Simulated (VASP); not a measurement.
Runs of VASP 6.6.1 on Al. The structure is that of space group P6_3/mmc (No. 194), or close to it. The cells are those of the table. This isn't the form of Al at room conditions, which is fcc.

```csv
cell,gap on the mesh (eV),pressure (GPa)
"a = 2.735, b = 2.735, c = 9.192 Å, angles 90.0, 90.0, 120.0°, 4 atoms",none,4.9
"a = 2.670, b = 2.670, c = 9.854 Å, angles 90.0, 90.0, 120.0°, 4 atoms",none,4.6
"a = 2.605, b = 2.605, c = 10.516 Å, angles 90.0, 90.0, 120.0°, 4 atoms",none,(b)
"a = 2.866, b = 2.866, c = 8.530 Å, angles 90.0, 90.0, 120.0°, 4 atoms",none,(c)
"a = 2.735, b = 2.735, c = 9.854 Å, angles 90.0, 90.0, 120.0°, 4 atoms",none,-0.7
"a = 2.997, b = 2.997, c = 7.868 Å, angles 90.0, 90.0, 120.0°, 4 atoms",none,7.5
"a = 2.932, b = 2.932, c = 8.530 Å, angles 90.0, 90.0, 120.0°, 4 atoms",none,0.2
"a = 2.866, b = 2.866, c = 9.192 Å, angles 90.0, 90.0, 120.0°, 4 atoms",none,(a)
```

Alike in all rows: task single point; level PBEsol+D3(BJ); potentials or basis VASP PAW PBE potentials, release 64 (Al); no spin polarisation; k mesh 18 × 18 × 6; cutoff (eV) 520; smearing gaussian 0.15 eV.

Problem. Fill in the values left out.

Solution. (a) -3.7; (b) 7.0; (c) 4.0.

Caveats: the PAW data sets were made with another functional, which shifts forces and pressure a little; the cell stands under pressure (at least some runs); the cell stands under tension (at least some runs).

A gap of «none» marks levels without a gap at the run's occupations.
